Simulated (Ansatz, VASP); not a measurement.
Two plane-wave programs on AgCl

```xyz
2
Lattice="-0.0002 2.7544 2.7669 2.7757 -0.0581 2.8248 2.7129 2.7495 0.0047" Properties=species:S:1:pos:R:3 pbc="T T T"
Ag    2.7692    2.6908    5.5435
Cl    2.7476    2.7679    2.7731
```

Alike in both runs: task single point; functional PBEsol; k mesh 4 × 4 × 4; occupations fermi-dirac, width 0.05 eV; no spin polarisation.

```csv
,VASP,Ansatz
version,VASP 6.6.1,Ansatz 0.2.0
potentials or method,"VASP PAW PBE potentials, release 64 (Ag, Cl), cutoff 520 eV","plane waves, PAW"
valence electrons in the cell,18,26
```

```tsv
	VASP	Ansatz	Ansatz less VASP
pressure (GPa)	-2.5	-2.4	+0.10
traceless stress, the component that is largest in VASP (GPa)	-0.16	-0.16	0.000
rms of the force components (eV/Å)	0.021	0.021	+0.0002
```

VASP's potentials were made for PBE, not for PBEsol. Atom by atom the forces differ by 0.000 eV/Å (rms over components). VASP's potentials hold 18 valence electrons a cell and Ansatz's 26, so a difference there can come from the potentials and not from the codes. Ansatz's warnings: stress scf threshold loose.

The k mesh is coarse, so the values compare programs but aren't converged.
